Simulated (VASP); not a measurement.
Here is a VASP 6.6.1 calculation.

The input INCAR:

```
SYSTEM = TiAl3
  PREC = Accurate
  ENCUT = 520
  EDIFF = 1E-6
  ISMEAR = 0
  SIGMA = 0.2
  LREAL = .False.
  LASPH = .True.
  NELM = 80
  ALGO = Fast
  ISIF = 2
  LWAVE = .False.
  LCHARG = .True.
  GGA = PE
  LELF = .True.
  LVHAR = .True.
  NBANDS = 18
```

The input KPOINTS:

```
regular mesh
0
Gamma
  6 4 4
  0 0 0
```

File POSCAR:

```
TiAl3
1.0
    2.8184318862      0.0000000000      0.0000000000
    0.0000000000      4.6706195505      0.0000000000
    0.0000000000      0.0000000000      4.9522083241
Ti Al
1 3
Direct
    0.0000000000      0.5000000000      0.3293367917
    0.0000000000      0.0000000000      0.0066994501
    0.5000000000      0.0000000000      0.5001285630
    0.5000000000      0.5000000000      0.8305001752
```

Potentials or basis: VASP PAW PBE potentials, release 64 (Ti_sv, Al).

The run is started by

```bash
$ cat potpaw_PBE.64/Ti_sv/POTCAR potpaw_PBE.64/Al/POTCAR > POTCAR
$ mpirun -np 1 vasp_std > vasp.out
```

(1) What does it give for the largest force?

(2) Predict the pressure.

Results:

(1) 0.025 eV/Å.

(2) -0.2 GPa.

Caveat: the k points lie up to 0.37 Å⁻¹ apart.
